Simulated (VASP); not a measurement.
# Cu (P6_3/mmc) in VASP: a series of runs

Cu is run at these levels: LDA; tasks: single point, relaxation of cell and atoms.

Everything below comes from runs of VASP 6.6.1. Logs are shortened: lines on timing, memory, paths and dates and some standing lists are left out, and cuts for length are marked.

**1. The cell of the first run**

Symmetry: P6_3/mmc, No. 194, hexagonal system. Conventional cell: a = 2.453 Å, b = 2.453 Å, c = 4.018 Å, α = 90.00°, β = 90.00°, γ = 120.00°. Cu (site symmetry -6m2) has 12 Cu at 2.45 to 2.46 Å within 3.2 Å.

**2. Single point, LDA (volume scaled by 0.96)**

Input file INCAR:

```
SYSTEM = Cu
ALGO = Normal
EDIFF = 1E-6
ENCUT = 520
ISIF = 2
ISMEAR = -1
LASPH = .True.
LCHARG = .False.
LREAL = .False.
LWAVE = .False.
NBANDS = 18
NELM = 60
PREC = Accurate
SIGMA = 0.1
```

Input file KPOINTS:

```
k-points
0
Gamma
  16 16 9
  0 0 0
```

Input file POSCAR:

```
Cu
1.0
    2.4525032246      0.0000000000      0.0000000000
   -1.2262516123      2.1239300954      0.0000000000
    0.0000000000      0.0000000000      4.0179990611
Cu
2
Direct
    0.3333333333      0.6666666667      0.2500000000
    0.6666666667      0.3333333333      0.7500000000
```

Potentials or basis: VASP PAW LDA potentials, release 64 (Cu).

Launch:

```bash
cat potpaw_LDA.64/Cu/POTCAR > POTCAR
mpirun -np 1 vasp_std > vasp.out
```

OUTCAR:

```text
SYSTEM = Cu
   EDIFF = 1E-6
   ENCUT = 520
   ISIF = 2
   ISMEAR = -1
   LASPH = .True.
   LREAL = .False.
   NELM = 60
   PREC = Accurate

 ion  position               nearest neighbor table
   1  0.333  0.667  0.250-   2 2.46   2 2.46   2 2.46   2 2.46   2 2.46   2 2.46
   2  0.667  0.333  0.750-   1 2.46   1 2.46   1 2.46   1 2.46   1 2.46   1 2.46

  LATTYP: Found a hexagonal cell.
 ALAT       =     2.4525032246
 C/A-ratio  =     1.6383256996

  Lattice vectors:

 A1 = (   2.4525032246,   0.0000000000,   0.0000000000)
 A2 = (  -1.2262516123,   2.1239300954,   0.0000000000)
 A3 = (   0.0000000000,   0.0000000000,   4.0179990611)

Analysis of symmetry for initial positions (statically):
=====================================================================
 Subroutine PRICEL returns:
 Original cell was already a primitive cell.

 Routine SETGRP: Setting up the symmetry group for a
 hexagonal supercell.

 Subroutine GETGRP returns: Found 24 space group operations
 (whereof 12 operations were pure point group operations)
 out of a pool of 24 trial point group operations.

The static configuration has the point symmetry D_3d.
 The point group associated with its full space group is D_6h.

Analysis of symmetry for dynamics (positions and initial velocities):
=====================================================================
 Subroutine PRICEL returns:
 Original cell was already a primitive cell.

 Routine SETGRP: Setting up the symmetry group for a
 hexagonal supercell.

 Subroutine GETGRP returns: Found 24 space group operations
 (whereof 12 operations were pure point group operations)
 out of a pool of 24 trial point group operations.

The dynamic configuration has the point symmetry D_3d.
 The point group associated with its full space group is D_6h.

 Subroutine INISYM returns: Found 24 space group operations
 (whereof 12 operations are pure point group operations),
 and found     1 'primitive' translations

----------------------------------------------------------------------------------------

                                     Primitive cell

  volume of cell :      20.9295

  direct lattice vectors                    reciprocal lattice vectors
     2.452503225  0.000000000  0.000000000     0.407746661  0.235412644  0.000000000
    -1.226251612  2.123930095  0.000000000     0.000000000  0.470825289  0.000000000
     0.000000000  0.000000000  4.017999061     0.000000000  0.000000000  0.248880098

  length of vectors
     2.452503225  2.452503225  4.017999061     0.470825289  0.470825289  0.248880098

  position of ions in fractional coordinates (direct lattice)
     0.333333333  0.666666667  0.250000000
     0.666666667  0.333333333  0.750000000

  ion indices of the primitive-cell ions
   primitive index   ion index
                 1           1
                 2           2

----------------------------------------------------------------------------------------

 KPOINTS: k-points

Automatic generation of k-mesh.
 Grid dimensions read from file:
 generate k-points for:   16   16    9

 Generating k-lattice:

  Cartesian coordinates                     Fractional coordinates (reciprocal lattice)
     0.025484166  0.014713290  0.000000000     0.062500000 -0.000000000  0.000000000
     0.000000000  0.029426581  0.000000000     0.000000000  0.062500000  0.000000000
     0.000000000  0.000000000  0.027653344     0.000000000  0.000000000  0.111111111

  Length of vectors
     0.029426581  0.029426581  0.027653344

  Shift w.r.t. Gamma in fractional coordinates (k-lattice)
     0.000000000  0.000000000  0.000000000

 Subroutine IBZKPT returns following result:
 ===========================================

 Found    150 irreducible k-points:

 Following reciprocal coordinates:
            Coordinates               Weight
  0.000000  0.000000  0.000000      1.000000
  0.062500  0.000000  0.000000      6.000000
  0.125000  0.000000  0.000000      6.000000
  0.187500 -0.000000  0.000000      6.000000
  0.250000  0.000000  0.000000      6.000000
  0.312500  0.000000  0.000000      6.000000
[... 16 lines left out ...]
  0.187500  0.187500  0.000000      6.000000
  0.250000  0.187500  0.000000     12.000000
 [... further k-points ...]
   k-points           NKPTS =    150   k-points in BZ     NKDIM =    150   number of bands    NBANDS=     18
   number of dos      NEDOS =    301   number of ions     NIONS =      2
   total plane-waves  NPLWV =   9720
   dimension x,y,z NGX =    18 NGY =   18 NGZ =   30
   dimension x,y,z NGXF=    36 NGYF=   36 NGZF=   60
   ions per type =               2
   NGX,Y,Z   is equivalent  to a cutoff of  12.20, 12.20, 12.41 a.u.
   NGXF,Y,Z  is equivalent  to a cutoff of  24.40, 24.40, 24.83 a.u.
 SYSTEM =  Cu
   PREC   = accura    normal or accurate (medium, high low for compatibility)
   ISTART =      0    job   : 0-new  1-cont  2-samecut
   ICHARG =      2    charge: 1-file 2-atom 10-const
   ISPIN  =      1    spin polarized calculation?
   LNONCOLLINEAR =      F non collinear calculations
   LSORBIT =      F    spin-orbit coupling
   LASPH  =      T    aspherical Exc in radial PAW
   ENCUT  =  520.0 eV  38.22 Ry    6.18 a.u.   4.56  4.56  7.47*2*pi/ulx,y,z
   NELM   =     60;   NELMIN=  2; NELMDL= -5     # of ELM steps
   EDIFF  = 0.1E-05   stopping-criterion for ELM
   LREAL  =      F    real-space projection
   EDIFFG = 0.1E-04   stopping-criterion for IOM
   NSW    =      0    number of steps for IOM
   IBRION =     -1    ionic relax: 0-MD 1-quasi-New 2-CG
   NFREE  =      0    steps in history (QN), initial steepest desc. (CG)
   ISIF   =      2    stress and relaxation
   ISYM   =      2    0-nonsym 1-usesym 2-fastsym
   POTIM  = 0.5000    time-step for ionic-motion
   TEBEG  =    0.0;   TEEND  =   0.0 temperature during run
   PSTRESS=    0.0 pullay stress
   NELECT =      22.0000    total number of electrons
   NUPDOWN=      -1.0000    fix difference up-down
   EMIN   =  10.00;   EMAX   =-10.00  energy-range for DOS
   EFERMI =   0.00;   METHOD = LEGACY
   ISMEAR =    -1;   SIGMA  =   0.10  broadening in eV -4-tet -1-fermi 0-gaus
   EFERMI_NEDOS =   21; number of points for ismear=-14 and -15
   IALGO  =     38    algorithm
   IMIX   =      4    mixing-type and parameters
     AMIX     =   0.40;   BMIX     =  1.00
     AMIX_MAG =   1.60;   BMIX_MAG =  1.00
  volume/ion in A,a.u.               =      10.46        70.62
  Fermi-wavevector in a.u.,A,eV,Ry     =   1.664546  3.145536 37.697852  2.770714
  Thomas-Fermi vector in A             =   2.751071
   LORBIT       =      0    0 simple, 1 ext, 2 COOP (PROOUT), +10 PAW based schemes
   GGA     = CA    functional components
   LHFCALC =     F    Hartree Fock is set to
   AEXX    =    0.0000 exact exchange contribution
   IVDW    =     0    specifies the selected vdW correction
   LEPSILON=     F    determine dielectric tensor
   LRPA    =     F    only Hartree local field effects (RPA)
 non-spin polarized calculation
  energy-cutoff  :      520.00
  volume of cell :       20.93
 maximum number of plane-waves:       576
   NGX =  9   NGY =  9   NGZ = 15

 number of electron      22.0000022 magnetization

 Free energy of the ion-electron system (eV)
  ---------------------------------------------------
  ext. energy  EPLUGINS =         0.00000000
  ---------------------------------------------------
  free energy    TOTEN  =        -9.37851664 eV

  energy without entropy =       -9.35826819  energy(sigma->0) =       -9.36839242

 E-fermi :   8.9329     XC(G=0): -13.8251

 val. band max:        8.8842741336   @ k =   0.5000   0.0000   0.1111
 cond. band min:       8.9545080481   @ k =   0.5000   0.0000   0.0000
 fundamental gap:      0.0702339145
 Fermi energy:         8.9328884773

 k-point     1 :       0.0000    0.0000    0.0000
  band No.  band energies     occupation
      1      -1.3521      2.00000
      2       3.0945      2.00000
      3       5.4607      2.00000
      4       5.5488      2.00000
      5       5.5488      2.00000
      6       5.7991      2.00000
[... 10 lines left out ...]
     17      34.2134      0.00000
     18      34.2163      0.00000

 k-point     2 :       0.0625    0.0000    0.0000
  band No.  band energies     occupation
      1      -1.2137      2.00000
      2       3.1778      2.00000
      3       5.3735      2.00000
      4       5.6043      2.00000
      5       5.6213      2.00000
      6       5.7710      2.00000
[... 10 lines left out ...]
     17      34.3492      0.00000
     18      34.7655      0.00000

 k-point     3 :       0.1250    0.0000    0.0000
  band No.  band energies     occupation
      1      -0.8044      2.00000
      2       3.4071      2.00000
      3       5.2193      2.00000
      4       5.6571      2.00000
      5       5.6745      2.00000
      6       5.7655      2.00000
[... 10 lines left out ...]
     17      33.8553      0.00000
     18      35.0096      0.00000

 k-point     4 :       0.1875   -0.0000    0.0000
  band No.  band energies     occupation
      1      -0.1439      2.00000
      2       3.7100      2.00000
      3       5.0522      2.00000
      4       5.1304      2.00000
      5       5.5560      2.00000
      6       5.9108      2.00000
[... 375 lines left out ...]
      4       5.1713      2.00000
      5       5.3917      2.00000
      6       5.5255      2.00000
[... 10 lines left out ...]
     17      21.6014      0.00000
     18      28.3536      0.00000

 k-point    23 :       0.1875    0.1875    0.0000
  band No.  band energies     occupation
      1       1.9677      2.00000
      2       4.2962      2.00000
      3       4.3698      2.00000
      4       4.5626      2.00000
      5       5.4108      2.00000
      6       5.5767      2.00000
[... 10 lines left out ...]
     17      27.7138      0.00000
     18      28.6464      0.00000

 k-point    24 :       0.2500    0.1875    0.0000
  band No.  band energies     occupation
      1       2.8681      2.00000
      2       4.2018      2.00000
      3       4.2625      2.00000
      4       4.5550      2.00000
      5       5.3201      2.00000
      6       5.6969      2.00000
[... 10 lines left out ...]
     17      26.2579      0.00000
     18      27.0197      0.00000

 [... further k-points ...]

------------------------ aborting loop because EDIFF is reached ----------------------------------------

  FORCE on cell =-STRESS in cart. coord.  units (eV):
  Direction    XX          YY          ZZ          XY          YZ          ZX
  --------------------------------------------------------------------------------------
  -------------------------------------------------------------------------------------
  Total        1.2501521      1.2501521      1.2030099      0.0000000     -0.0000000      0.0000000
  in kB       95.7004109     95.7004109     92.0916297      0.0000000     -0.0000000      0.0000000
  external PRESSURE =      94.4974839 kB  Pullay stress =       0.0000000 kB

 VOLUME and BASIS-vectors are now :
 -----------------------------------------------------------------------------
  energy-cutoff  :      520.00
  volume of cell :       20.93
      direct lattice vectors                 reciprocal lattice vectors
     2.452503225  0.000000000  0.000000000     0.407746661  0.235412644  0.000000000
    -1.226251612  2.123930095  0.000000000     0.000000000  0.470825289  0.000000000
     0.000000000  0.000000000  4.017999061     0.000000000  0.000000000  0.248880098

 POSITION                                       TOTAL-FORCE (eV/Angst)
 -----------------------------------------------------------------------------------
     -0.00000      1.41595      1.00450         0.000000     -0.000000      0.000000
      1.22625      0.70798      3.01350        -0.000000      0.000000      0.000000
 -----------------------------------------------------------------------------------
    total drift:                               -0.000000      0.000000     -0.000000

  FREE ENERGIE OF THE ION-ELECTRON SYSTEM (eV)
  ---------------------------------------------------
  free  energy   TOTEN  =        -9.3785166430 eV

  energy  without entropy=       -9.3582681885  energy(sigma->0) =       -9.36839242
```

Run time: 18 s. Hardware: 1 thread of Intel Xeon Platinum 8559C (Emerald Rapids), shared host; peak memory 0.15 GiB.

Results:

```
Free energy            : -9.3785 eV
Pressure               : 9.4 GPa
Band gap on the k mesh : zero (band 11 reaches 12.59 eV, above the bottom of band 12 at 6.85 eV)
```

Stress tensor (GPa, compression positive):
```
9.57 0.00 0.00
0.00 9.57 0.00
0.00 0.00 9.21
```

Levels at points of the mesh, in eV from the Fermi level:
```tsv
k point	band 9	band 10	band 11	band 12	band 13	band 14
(0.00, 0.00, 0.00)	-2.77	-1.88	-1.88	-1.35	4.35	22.49
(0.50, 0.00, 0.00)	-1.71	-1.64	0.02	1.83	8.33	8.82
```

**3. Single point, LDA (volume scaled by 1.04)**

Input file INCAR:

```
SYSTEM = Cu
  PREC = Accurate
  ENCUT = 520
  EDIFF = 1E-7
  ISMEAR = -1
  SIGMA = 0.1
  LREAL = .False.
  LASPH = .True.
  NELM = 80
  ALGO = Normal
  ISIF = 2
  LWAVE = .False.
  LCHARG = .False.
  NBANDS = 18
```

Input file KPOINTS:

```
Automatic mesh
0
Gamma
  16 16 9
  0 0 0
```

Input file POSCAR:

```
Cu
1.0
    2.5188189722      0.0000000000      0.0000000000
   -1.2594094861      2.1813612175      0.0000000000
    0.0000000000      0.0000000000      4.1266458547
Cu
2
Direct
    0.3333333333      0.6666666667      0.2500000000
    0.6666666667      0.3333333333      0.7500000000
```

Potentials or basis: VASP PAW LDA potentials, release 64 (Cu).

Launch:

```bash
cat potpaw_LDA.64/Cu/POTCAR > POTCAR
mpirun -np 1 vasp_std > vasp.out
```

Run time: 23 s. Hardware: 1 thread of Intel Xeon Platinum 8559C (Emerald Rapids), shared host; peak memory 0.16 GiB.

It converged, with:

| Property | Result |
| --- | --- |
| Free energy | -9.3921 eV |
| Pressure | -5.8 GPa |
| Band gap on the k mesh | zero (band 11 reaches 11.30 eV, above the bottom of band 12 at 5.87 eV) |

Stress tensor (GPa, compression positive):
```
-5.76  0.00  0.00
 0.00 -5.76  0.00
 0.00  0.00 -6.02
```

Levels at points of the mesh, in eV from the Fermi level:
```
           k point  band 7  band 8  band 9  band 10  band 11  band 12  band 13  band 14  band 15  band 16
(0.00, 0.00, 0.00)   -2.89   -2.57   -2.57    -1.78    -1.78    -1.10     3.91    21.87    22.34    22.34
(0.50, 0.00, 0.00)   -2.86   -1.67   -1.63    -1.57     0.03     1.66     7.94     8.31    11.01    11.34
```

[end of part 1 of 2]
